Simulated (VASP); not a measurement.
Runs of VASP 6.6.1 on LiC4. The structure is that of space group Cmmm (No. 65), or close to it. The cells are those of the table. 

```csv
task,potentials or basis,cell,cutoff (eV),second run,gap on the mesh (eV),pressure (GPa),largest force (eV/Å)
single point,"VASP PAW PBE potentials, release 64 (Li_sv, C)","a = 5.255, b = 5.255, c = 3.416 Å, 5 atoms",520,-,none,-,0.53
single point,"VASP PAW PBE potentials, release 64 (Li_sv, C)","a = 4.345, b = 4.345, c = 2.374 Å, angles 90.0, 90.0, 92.7°, 5 atoms",520,-,none,-,0.10
single point,"VASP PAW PBE potentials, release 64 (Li_sv, C_h)","a = 4.345, b = 4.345, c = 2.374 Å, angles 90.0, 90.0, 92.7°, 5 atoms",910,hard_potentials,none,(a),0.03
relaxation of cell and atoms,"VASP PAW PBE potentials, release 64 (Li_sv, C)","relaxed from a = 5.255, b = 5.255, c = 3.416 Å, 5 atoms",600,-,none,0.0,0.04
```

Alike in all rows: level PBE; no spin polarisation; k mesh 4 × 4 × 6; smearing gaussian 0.1 eV.

Fill in the values left out.

(a) -0.3.

Caveats: some runs use coarse meshes; the cutoff is under 1.25 times the usual one of these potentials, so pressure, stress and relaxed cells hold a basis-set (Pulay) error.

A gap of «none» marks levels without a gap at the run's occupations.
